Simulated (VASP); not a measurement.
Write the native input for VASP 6.6.1 that does the following.

```
Task                   : single point
Functional             : PBE
Potentials or basis    : VASP PAW PBE potentials, release 64 (Cr_pv)
Cutoff                 : 520 eV
k mesh                 : 9 × 9 × 5
Occupations            : gaussian, width 0.1 eV
Spin                   : collinear spin, ferromagnetic start
Starting moments       : [3.0, 3.0] μB
Dipole correction      : no
Further INCAR settings : ALGO = Normal; EDIFF = 1e-06; NBANDS = 23
```

The structure of Cr lies in POSCAR:

```
Cr
1.0
    2.7140000000      0.0000000000      0.0000000000
   -1.3570000000      2.3503929459      0.0000000000
    0.0000000000      0.0000000000      4.4100000000
Cr
2
Direct
    0.6666666667      0.3333333333      0.7500000000
    0.3333333333      0.6666666667      0.2500000000
```

This isn't the form of Cr at room conditions, which is bcc.

These files were run (other wordings do the same):

INCAR

```
  PREC = Accurate
  ENCUT = 520
  EDIFF = 1E-6
  ISMEAR = 0
  SIGMA = 0.1
  LREAL = F
  LASPH = T
  NELM = 150
  ALGO = Normal
  ISIF = 2
  LWAVE = F
  LCHARG = F
  ISPIN = 2
  MAGMOM = 3 3
  LORBIT = 11
  LMAXMIX = 4
  GGA = PE
  NBANDS = 23
```

KPOINTS

```
regular mesh
0
Gamma
  9 9 5
```

Potentials or basis: VASP PAW PBE potentials, release 64 (Cr_pv).

Launch:

```bash
$ cat potpaw_PBE.64/Cr_pv/POTCAR > POTCAR
$ mpirun -np 1 vasp_std > vasp.out
```

It gave:

| Property | Result |
| --- | --- |
| Pressure | -25.3 GPa |
| Net moment | 1.80 μB per cell |
| Site moments | Cr +0.84 μB |
| Valence electrons inside the program's atomic spheres | Cr 10.71 |

Caveat: the cell stands under tension; an empty level that is flat over the whole mesh can mark a ghost state of the potentials, or a narrow d or f band.

Run time: 62 s on 1 thread of AMD EPYC 7R13, with other jobs on the host, peak memory 0.14 GiB.
